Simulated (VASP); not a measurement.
# Sb (I4_1/amd) in VASP: notebook, part 2 of 2

VASP 6.6.1. Earlier steps stand in the parts before.

## 3. Single point, LDA

The input, INCAR:

```
PREC = Accurate
ENCUT = 520
EDIFF = 1E-7
ISMEAR = -1
SIGMA = 0.08
LREAL = False
LASPH = True
NELM = 60
ALGO = Normal
ISIF = 2
LWAVE = False
LCHARG = True
GGA = CA
LELF = True
LVHAR = True
NBANDS = 12
```

The input, KPOINTS:

```
regular mesh
0
Gamma
  15 15 15
```

The input, POSCAR:

```
Sb
1.0
   -2.6311225271      2.6311225271      1.3928621146
    2.6311225271     -2.6311225271      1.3928621146
    2.6311225271      2.6311225271     -1.3928621146
Sb
2
Direct
   -0.3750000000     -0.1250000000     -0.2500000000
    0.3750000000      0.1250000000      0.2500000000
```

Potentials or basis: VASP PAW LDA potentials, release 64 (Sb).

Command:

```console
$ cat potpaw_LDA.64/Sb/POTCAR > POTCAR
$ mpirun -np 1 vasp_std > vasp.out
```

OUTCAR:

```text
PREC = Accurate
   ENCUT = 520
   EDIFF = 1E-7
   ISMEAR = -1
   LREAL = False
   LASPH = True
   NELM = 60
   ISIF = 2
   GGA = CA

 ion  position               nearest neighbor table
   1  0.625  0.875  0.750-   2 2.72   2 2.72   2 2.72   2 2.72   2 3.36   2 3.36   2 3.36   2 3.36

   2  0.375  0.125  0.250-   1 2.72   1 2.72   1 2.72   1 2.72   1 3.36   1 3.36   1 3.36   1 3.36

  LATTYP: Found a body centered tetragonal cell.
 ALAT       =     5.2622450542
 C/A-ratio  =     0.5293794190

  Lattice vectors:

 A1 = (  -2.6311225271,   2.6311225271,   1.3928621146)
 A2 = (   2.6311225271,  -2.6311225271,   1.3928621146)
 A3 = (   2.6311225271,   2.6311225271,  -1.3928621146)

Analysis of symmetry for initial positions (statically):
=====================================================================
 Subroutine PRICEL returns:
 Original cell was already a primitive cell.

 Routine SETGRP: Setting up the symmetry group for a
 body centered tetragonal supercell.

 Subroutine GETGRP returns: Found 16 space group operations
 (whereof  4 operations were pure point group operations)
 out of a pool of 16 trial point group operations.

The static configuration has the point symmetry C_2h.
 The point group associated with its full space group is D_4h.

Analysis of symmetry for dynamics (positions and initial velocities):
=====================================================================
 Subroutine PRICEL returns:
 Original cell was already a primitive cell.

 Routine SETGRP: Setting up the symmetry group for a
 body centered tetragonal supercell.

 Subroutine GETGRP returns: Found 16 space group operations
 (whereof  4 operations were pure point group operations)
 out of a pool of 16 trial point group operations.

The dynamic configuration has the point symmetry C_2h.
 The point group associated with its full space group is D_4h.

 Subroutine INISYM returns: Found 16 space group operations
 (whereof  4 operations are pure point group operations),
 and found     1 'primitive' translations

----------------------------------------------------------------------------------------

                                     Primitive cell

  volume of cell :      38.5701

  direct lattice vectors                    reciprocal lattice vectors
    -2.631122527  2.631122527  1.392862115     0.000000000  0.190032959  0.358973078
     2.631122527 -2.631122527  1.392862115     0.190032959  0.000000000  0.358973078
     2.631122527  2.631122527 -1.392862115     0.190032959  0.190032959  0.000000000

  length of vectors
     3.973119225  3.973119225  3.973119225     0.406170157  0.406170157  0.268747188

  position of ions in fractional coordinates (direct lattice)
     0.625000000  0.875000000  0.750000000
     0.375000000  0.125000000  0.250000000

  ion indices of the primitive-cell ions
   primitive index   ion index
                 1           1
                 2           2

----------------------------------------------------------------------------------------

 KPOINTS: regular mesh

Automatic generation of k-mesh.
 Grid dimensions read from file:
 generate k-points for:   15   15   15

[... 43 lines left out ...]
  0.200000  0.133333  0.000000     16.000000
 [... further k-points ...]
   k-points           NKPTS =    288   k-points in BZ     NKDIM =    288   number of bands    NBANDS=     12
   number of dos      NEDOS =    301   number of ions     NIONS =      2
   total plane-waves  NPLWV =  27000
   dimension x,y,z NGX =    30 NGY =   30 NGZ =   30
   dimension x,y,z NGXF=    60 NGYF=   60 NGZF=   60
   ions per type =               2
   NGX,Y,Z   is equivalent  to a cutoff of  12.55, 12.55, 12.55 a.u.
   NGXF,Y,Z  is equivalent  to a cutoff of  25.11, 25.11, 25.11 a.u.
 SYSTEM =  unknown system
   PREC   = accura    normal or accurate (medium, high low for compatibility)
   ISTART =      0    job   : 0-new  1-cont  2-samecut
   ICHARG =      2    charge: 1-file 2-atom 10-const
   ISPIN  =      1    spin polarized calculation?
   LNONCOLLINEAR =      F non collinear calculations
   LSORBIT =      F    spin-orbit coupling
   LASPH  =      T    aspherical Exc in radial PAW
   ENCUT  =  520.0 eV  38.22 Ry    6.18 a.u.   7.39  7.39  7.39*2*pi/ulx,y,z
   NELM   =     60;   NELMIN=  2; NELMDL= -5     # of ELM steps
   EDIFF  = 0.1E-06   stopping-criterion for ELM
   LREAL  =      F    real-space projection
   EDIFFG = 0.1E-05   stopping-criterion for IOM
   NSW    =      0    number of steps for IOM
   IBRION =     -1    ionic relax: 0-MD 1-quasi-New 2-CG
   NFREE  =      0    steps in history (QN), initial steepest desc. (CG)
   ISIF   =      2    stress and relaxation
   ISYM   =      2    0-nonsym 1-usesym 2-fastsym
   POTIM  = 0.5000    time-step for ionic-motion
   TEBEG  =    0.0;   TEEND  =   0.0 temperature during run
   PSTRESS=    0.0 pullay stress
   NELECT =      10.0000    total number of electrons
   NUPDOWN=      -1.0000    fix difference up-down
   EMIN   =  10.00;   EMAX   =-10.00  energy-range for DOS
   EFERMI =   0.00;   METHOD = LEGACY
   ISMEAR =    -1;   SIGMA  =   0.08  broadening in eV -4-tet -1-fermi 0-gaus
   EFERMI_NEDOS =   21; number of points for ismear=-14 and -15
   IALGO  =     38    algorithm
   IMIX   =      4    mixing-type and parameters
     AMIX     =   0.40;   BMIX     =  1.00
     AMIX_MAG =   1.60;   BMIX_MAG =  1.00
  volume/ion in A,a.u.               =      19.29       130.14
  Fermi-wavevector in a.u.,A,eV,Ry     =   1.043898  1.972681 14.826583  1.089723
  Thomas-Fermi vector in A             =   2.178627
   LORBIT       =      0    0 simple, 1 ext, 2 COOP (PROOUT), +10 PAW based schemes
   GGA     = CA    functional components
   LHFCALC =     F    Hartree Fock is set to
   AEXX    =    0.0000 exact exchange contribution
   IVDW    =     0    specifies the selected vdW correction
   LEPSILON=     F    determine dielectric tensor
   LRPA    =     F    only Hartree local field effects (RPA)
 non-spin polarized calculation
  energy-cutoff  :      520.00
  volume of cell :       38.57
 maximum number of plane-waves:      1056
 NGX is ok and might be reduce to    30
   NGX = 15   NGY = 15   NGZ = 15

 number of electron      10.0000001 magnetization

 Free energy of the ion-electron system (eV)
  ---------------------------------------------------
  ext. energy  EPLUGINS =         0.00000000
  ---------------------------------------------------
  free energy    TOTEN  =        -7.33415192 eV

  energy without entropy =       -7.31673562  energy(sigma->0) =       -7.32544377

 E-fermi :  14.0004     XC(G=0): -11.7838

 val. band max:       13.9946777528   @ k =  -0.1333   0.2000   0.1333
 cond. band min:      14.0090747471   @ k =   0.2000   0.2000   0.2000
 fundamental gap:      0.0143969943
 Fermi energy:        14.0004351458

 k-point     1 :       0.0000    0.0000    0.0000
  band No.  band energies     occupation
      1      -2.7074      2.00000
      2       7.3232      2.00000
      3       8.3756      2.00000
      4       8.3756      2.00000
      5      14.4392      0.00827
      6      18.8043      0.00000
      7      18.8043      0.00000
      8      20.5533      0.00000
      9      20.8924      0.00000
     10      22.2868      0.00000
     11      22.9679      0.00000
     12      24.6607      0.00000
[... 331 lines left out ...]
 k-point    24 :       0.2000    0.1333    0.0000
  band No.  band energies     occupation
      1      -0.0776      2.00000
      2       7.0326      2.00000
      3       9.8947      2.00000
      4      10.8147      2.00000
      5      11.6835      2.00000
      6      12.4796      2.00000
      7      15.7344      0.00000
      8      16.1238      0.00000
      9      17.8326      0.00000
     10      19.5701      0.00000
     11      20.8092      0.00000
     12      25.4487      0.00000

 [... further k-points ...]

------------------------ aborting loop because EDIFF is reached ----------------------------------------

  FORCE on cell =-STRESS in cart. coord.  units (eV):
  Direction    XX          YY          ZZ          XY          YZ          ZX
  --------------------------------------------------------------------------------------
  -------------------------------------------------------------------------------------
  Total       13.4410172     13.4410172     13.4645935      0.0000000      0.0000000      0.0000000
  in kB      558.3319165    558.3319165    559.3112661      0.0000000      0.0000000      0.0000000
  external PRESSURE =     558.6583664 kB  Pullay stress =       0.0000000 kB

 VOLUME and BASIS-vectors are now :
 -----------------------------------------------------------------------------
  energy-cutoff  :      520.00
  volume of cell :       38.57
      direct lattice vectors                 reciprocal lattice vectors
    -2.631122527  2.631122527  1.392862115     0.000000000  0.190032959  0.358973078
     2.631122527 -2.631122527  1.392862115     0.190032959  0.000000000  0.358973078
     2.631122527  2.631122527 -1.392862115     0.190032959  0.190032959  0.000000000

 POSITION                                       TOTAL-FORCE (eV/Angst)
 -----------------------------------------------------------------------------------
      2.63112      1.31556      1.04465        -0.000000      0.000000      0.000000
      0.00000      1.31556      0.34822         0.000000     -0.000000     -0.000000
 -----------------------------------------------------------------------------------
    total drift:                                0.000000     -0.000000      0.000000

  FREE ENERGIE OF THE ION-ELECTRON SYSTEM (eV)
  ---------------------------------------------------
  free  energy   TOTEN  =        -7.3341519202 eV

  energy  without entropy=       -7.3167356208  energy(sigma->0) =       -7.32544377
```

stdout:

```text
POSCAR found type information on POSCAR Sb
 POSCAR found :  1 types and       2 ions
 scaLAPACK will be used
 LDA part: xc-table for (Slater(with rela. corr.)+CA(PZ))
 , standard interpolation
 POSCAR, INCAR and KPOINTS ok, starting setup
 FFT: planning ... GRIDC
 FFT: planning ... GRID_SOFT
 FFT: planning ... GRID
 WAVECAR not read
 entering main loop
```

Run time: 4.2 min. Hardware: 1 thread of AMD EPYC 7R13, shared host; peak memory 0.21 GiB.

What came out:

- Free energy: -7.3342 eV
- Pressure: 55.9 GPa
- Band gap on the k mesh: zero (bands 5 and 6 overlap by 7.88 eV)

Stress tensor (GPa, compression positive):
```
55.83  0.00  0.00
 0.00 55.83  0.00
 0.00  0.00 55.93
```

Levels at points of the mesh, in eV from the Fermi level:
| k point | band 3 | band 4 | band 5 | band 6 | band 7 | band 8 |
| --- | --- | --- | --- | --- | --- | --- |
| (0.00, 0.00, 0.00) | -5.62 | -5.62 | 0.44 | 4.80 | 4.80 | 6.55 |

Caveat: the cell stands under pressure; spin-orbit coupling is left out, which moves the levels of the heavy elements.
